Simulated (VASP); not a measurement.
Crystal: In.

```
In
1.0
     3.05034    1.76112    4.56076
    -3.05034    1.76112    4.56076
     0.00000   -3.52223    4.56076
In
5
Direct
  0.08333 0.37551 0.79116
  0.79116 0.08333 0.37551
  0.37551 0.79116 0.08333
  0.01943 0.01943 0.01943
  0.45833 0.45833 0.45833
```

```yaml
Program: VASP 6.6.1
Task: relaxation of cell and atoms
Functional: PBE
Potentials_or_basis: VASP PAW PBE potentials, release 64 (In_d)
Cutoff: 600 eV
k_mesh: 6 × 6 × 6
Occupations: gaussian, width 0.1 eV
Spin: no spin polarisation
```

At the start: pressure 65.2 GPa; volume 29.40 Å³/atom.

Q: Where does the relaxation end?

A: Over 47 steps the energy falls by 4539.1 meV/atom and the volume is 30.41 Å³/atom (+3.4 %); space group R3 (No. 146, to 0.05 Å).

Step by step:
```csv
step,energy change (eV),largest force (eV/Å),pressure (GPa),volume (Å³)
1,0.0000,26.9804,65.23,147.00
3,-17.0742,0.5726,-2.32,504.11
5,-18.8205,0.2249,-2.39,359.64
7,-20.0887,1.2331,-1.27,255.25
9,-20.1055,1.4719,-0.72,244.26
11,-21.3813,0.5457,-2.50,217.80
13,-21.9268,0.2506,-2.35,195.91
15,-22.0738,0.8352,1.76,160.65
17,-22.1887,0.3398,0.14,168.57
19,-22.2551,0.3318,-0.11,169.08
21,-22.3764,0.1650,-0.24,167.36
23,-22.3894,0.2035,0.14,164.41
25,-22.3919,0.3126,0.26,160.78
27,-22.4212,0.1464,-0.29,164.35
29,-22.4391,0.1999,-0.91,166.61
31,-22.5054,0.2753,-0.82,163.27
33,-21.7937,2.7589,4.58,147.32
35,-22.5241,0.2734,0.78,152.88
37,-22.5783,0.3116,-0.09,156.27
39,-22.6017,0.2177,0.25,153.86
41,-22.6750,0.1812,-0.41,155.04
43,-22.6807,0.1507,-0.63,155.68
45,-22.6930,0.0875,0.16,151.43
47,-22.6957,0.0388,0.06,152.03
```

Final structure:
```
In
1.0
     3.86668    2.23243    2.93531
    -3.86668    2.23243    2.93531
     0.00000   -4.46485    2.93531
In
5
Direct
  0.97667 0.50736 0.74947
  0.74947 0.97667 0.50736
  0.50736 0.74947 0.97667
  0.07212 0.07212 0.07212
  0.42215 0.42215 0.42215
```
